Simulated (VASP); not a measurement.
SrNi3:

```
Sr Ni
1.0
     3.99465    0.00000    0.00000
     0.00000    3.99465    0.00000
     0.00000    0.00000    3.99465
Sr Ni
1 3
Direct
  0.00000 0.00000 0.00000
  0.00000 0.50000 0.50000
  0.50000 0.50000 0.00000
  0.50000 0.00000 0.50000
```

Base run:

- Program: VASP 6.6.1
- Functional: LDA
- Potentials or basis: VASP PAW LDA potentials, release 64 (Sr_sv, Ni)
- Cutoff: 520 eV
- k mesh: 8 × 8 × 8
- Occupations: gaussian, width 0.05 eV
- Spin: collinear spin, ferromagnetic start
- Starting moments: [0.0, 0.44, 0.44, 0.44] μB

Its results: pressure -8.7 GPa; net moment 1.06 μB per cell; site moments Sr -0.02; Ni +0.37 μB.

Question: The run is repeated on the same cell with these changes: functional from LDA to PBEsol; potentials or basis from VASP PAW LDA potentials, release 64 (Sr_sv, Ni) to VASP PAW PBE potentials, release 64 (Sr_sv, Ni). What comes out?

Answer: Pressure -4.9 GPa; net moment 1.08 μB per cell; site moments Sr -0.03; Ni +0.39 μB.

Caveats: the PAW data sets were made with another functional, which shifts forces and pressure a little (some runs).
